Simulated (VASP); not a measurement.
# SnO2 (I4_1/amd) in VASP: further runs, part 2 of 2

VASP 6.6.1. Earlier steps stand in the parts before.

**4. Single point, r2SCAN**

This run uses another cell than the first one, of 13.60 Å³/atom.

POSCAR

```
SnO2
1.0
   -1.9996377157      1.9996377157      5.1012500794
    1.9996377157     -1.9996377157      5.1012500794
    1.9996377157      1.9996377157     -5.1012500794
Sn O
2 4
Direct
    0.7500000000      0.2500000000      0.5000000000
    0.0000000000      0.0000000000      0.0000000000
    0.7963395990      0.7963395990      0.0000000000
    0.9536604010      0.4536604010      0.5000000000
    0.2036604010      0.2036604010      0.0000000000
    0.5463395990      0.0463395990      0.5000000000
```

INCAR.step1

```
SYSTEM = SnO2
PREC = Accurate ; ENCUT = 520
ISMEAR = 0 ; SIGMA = 0.01
LREAL = .FALSE. ; LASPH = .TRUE.
NELM = 100 ; NBANDS = 35
GGA = PE ; ALGO = Normal
EDIFF = 1E-4 ; LWAVE = .TRUE.
LCHARG = .FALSE.
```

INCAR.step2

```
SYSTEM = SnO2
PREC = Accurate ; ENCUT = 520
EDIFF = 1E-6 ; ISMEAR = 0
SIGMA = 0.01 ; LREAL = .FALSE.
LASPH = .TRUE. ; NELM = 100
ALGO = Normal ; ISIF = 2
LWAVE = .FALSE. ; LCHARG = .FALSE.
METAGGA = R2SCAN ; LMIXTAU = .TRUE.
NBANDS = 35 ; ISTART = 1
```

KPOINTS

```
Automatic mesh
0
G
  8 8 8
  0 0 0
```

Potentials or basis: VASP PAW PBE potentials, release 64 (Sn_d, O).

Started as:

```console
cat potpaw_PBE.64/Sn_d/POTCAR potpaw_PBE.64/O/POTCAR > POTCAR
cp INCAR.step1 INCAR
mpirun -np 1 vasp_std > vasp.out
cp INCAR.step2 INCAR
mpirun -np 1 vasp_std > vasp.out
```

OUTCAR:

```text
SYSTEM = SnO2
   PREC = Accurate
   ENCUT = 520
   EDIFF = 1E-6
   ISMEAR = 0
   LREAL = .FALSE.
   LASPH = .TRUE.
   NELM = 100
   ISIF = 2
   METAGGA = R2SCAN
   ISTART = 1

 ion  position               nearest neighbor table
   1  0.750  0.250  0.500-   3 2.05   5 2.05   3 2.05   5 2.05   4 2.08   6 2.08   2 3.24   2 3.24
                             2 3.24   2 3.24
   2  0.000  0.000  0.000-   6 2.05   4 2.05   6 2.05   4 2.05   3 2.08   5 2.08   1 3.24   1 3.24
                             1 3.24   1 3.24
   3  0.796  0.796  0.000-   1 2.05   1 2.05   2 2.08
   4  0.954  0.454  0.500-   2 2.05   2 2.05   1 2.08
[... 1125 lines left out ...]
  Total        0.4432743      0.4432743      0.6680117      0.0000000      0.0000000      0.0000000
  in kB        8.7045017      8.7045017     13.1176318      0.0000000      0.0000000      0.0000000
  external PRESSURE =      10.1755451 kB  Pullay stress =       0.0000000 kB

 VOLUME and BASIS-vectors are now :
 -----------------------------------------------------------------------------
  energy-cutoff  :      520.00
  volume of cell :       81.59
      direct lattice vectors                 reciprocal lattice vectors
    -1.999637716  1.999637716  5.101250079     0.000000000  0.250045294  0.098015191
     1.999637716 -1.999637716  5.101250079     0.250045294  0.000000000  0.098015191
     1.999637716  1.999637716 -5.101250079     0.250045294  0.250045294  0.000000000

 POSITION                                       TOTAL-FORCE (eV/Angst)
 -----------------------------------------------------------------------------------
      0.00000      1.99964      2.55063         0.000000      0.000000     -0.000000
      0.00000      0.00000      0.00000         0.000000      0.000000     -0.000000
      0.00000      0.00000      8.12465         0.000000     -0.000000     -0.042447
      0.00000      1.99964      4.62847        -0.000000      0.000000      0.042447
      0.00000      0.00000      2.07785         0.000000     -0.000000      0.042447
     -0.00000      1.99964      0.47278        -0.000000      0.000000     -0.042447
 -----------------------------------------------------------------------------------
    total drift:                                0.000000     -0.000000     -0.000000

  FREE ENERGIE OF THE ION-ELECTRON SYSTEM (eV)
  ---------------------------------------------------
  free  energy   TOTEN  =       -84.1061286885 eV

  energy  without entropy=      -84.1061286885  energy(sigma->0) =      -84.10612869
```

OUTCAR.step1:

```text
SYSTEM = SnO2
   PREC = Accurate
   ENCUT = 520
   ISMEAR = 0
   LREAL = .FALSE.
   LASPH = .TRUE.
   NELM = 100
[... 1153 lines left out ...]
      0.00000      1.99964      4.62847         0.000000      0.000000      0.119386
      0.00000      0.00000      2.07785         0.000000      0.000000      0.119386
     -0.00000      1.99964      0.47278        -0.000000     -0.000000     -0.119386
 -----------------------------------------------------------------------------------
    total drift:                                0.000000      0.000000     -0.000000

  FREE ENERGIE OF THE ION-ELECTRON SYSTEM (eV)
  ---------------------------------------------------
  free  energy   TOTEN  =       -36.8851289375 eV

  energy  without entropy=      -36.8851289375  energy(sigma->0) =      -36.88512894
```

Wall time 9 min (1 thread of Intel Xeon 6975P-C (Granite Rapids), shared host); peak memory 0.42 GiB.

Results:

| Quantity | Value |
| --- | --- |
| Free energy | -84.1061 eV |
| Pressure | 1.0 GPa |
| Largest force | 0.042 eV/Å |
| Band gap on the k mesh | 2.36 eV (least direct gap 2.77 eV) |

Forces in eV/Å, atoms in the order of the input:
```
Sn   0.000  0.000  0.000
Sn   0.000  0.000  0.000
O    0.000  0.000 -0.042
O    0.000  0.000  0.042
O    0.000  0.000  0.042
O    0.000  0.000 -0.042
```

Levels at points of the mesh, in eV from the valence-band top:
```tsv
k point	band 23	band 24	band 25	band 26	band 27	band 28	band 29	band 30
(0.00, 0.00, 0.00)	-0.67	-0.67	-0.42	-0.42	2.36	6.39	9.98	10.65
(0.50, 0.00, 0.00)	-0.81	-0.79	-0.58	-0.35	5.77	7.11	8.66	9.48
(0.50, 0.50, 0.00)	-0.77	-0.77	-0.05	-0.05	8.24	8.24	8.51	8.51
(0.50, 0.50, 0.50)	-1.04	-1.04	-0.31	-0.31	5.03	5.03	8.32	8.32
```

Caveat: the PAW data sets were made with another functional, which shifts forces and pressure a little; spin-orbit coupling is left out, which moves the levels of the heavy elements. A k mesh can miss the band edges.

**5. Overview**

```tsv
cell	gap on the mesh (eV)	pressure (GPa)	largest force (eV/Å)
a = 5.714 Å, angles 139.9, 139.9, 58.0°, 6 atoms	3.06	14.8	0.50
a = 5.774 Å, angles 139.9, 139.9, 58.0°, 6 atoms	2.70	7.3	0.26
a = 5.833 Å, angles 139.9, 139.9, 58.0°, 6 atoms	2.36	1.0	0.04
```

Alike in all rows: task single point; level r2SCAN; potentials or basis VASP PAW PBE potentials, release 64 (Sn_d, O); no spin polarisation; k mesh 8 × 8 × 8; cutoff (eV) 520; smearing gaussian 0.01 eV.

Caveats: the PAW data sets were made with another functional, which shifts forces and pressure a little; spin-orbit coupling is left out, which moves the levels of the heavy elements; the cell stands under pressure (at least some runs).

Absolute energies hang on the potentials; compare differences alone.
